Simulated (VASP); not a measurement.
Runs of VASP 6.6.1 on Al2GaP3. The structure is that of space group P-6m2 (No. 187), or close to it. The cells are those of the table. 

```csv
task,cell,k mesh,cutoff (eV),gap on the mesh (eV),pressure (GPa),largest force (eV/Å)
single point,"a = 4.020, b = 4.020, c = 7.513 Å, angles 90.0, 90.0, 120.0°, 6 atoms",6 × 6 × 2,520,none,(a),0.82
single point,"a = 4.113, b = 4.113, c = 7.172 Å, angles 90.0, 90.0, 120.0°, 6 atoms",6 × 6 × 4,520,none,-0.1,-
single point,"a = 4.085, b = 4.085, c = 7.368 Å, angles 90.0, 90.0, 120.0°, 6 atoms",6 × 6 × 2,520,none,-0.1,0.01
relaxation of cell and atoms,"relaxed from a = 4.020, b = 4.020, c = 7.513 Å, angles 90.0, 90.0, 120.0°, 6 atoms",6 × 6 × 2,600,none,-0.2,0.02
single point,"a = 4.142, b = 4.142, c = 6.970 Å, angles 90.0, 90.0, 120.0°, 6 atoms",12 × 12 × 6,520,none,-0.1,0.01
```

Alike in all rows: level PBE; potentials or basis VASP PAW PBE potentials, release 64 (Al, Ga_d, P); no spin polarisation; smearing gaussian 0.1 eV.

Q: Estimate the missing entries.

A: (a) 2.9.

Caveats: some runs use coarse meshes.

A k mesh can miss the band edges, and the runs leave out spin-orbit coupling on Ga.

A gap of «none» marks levels without a gap at the run's occupations.
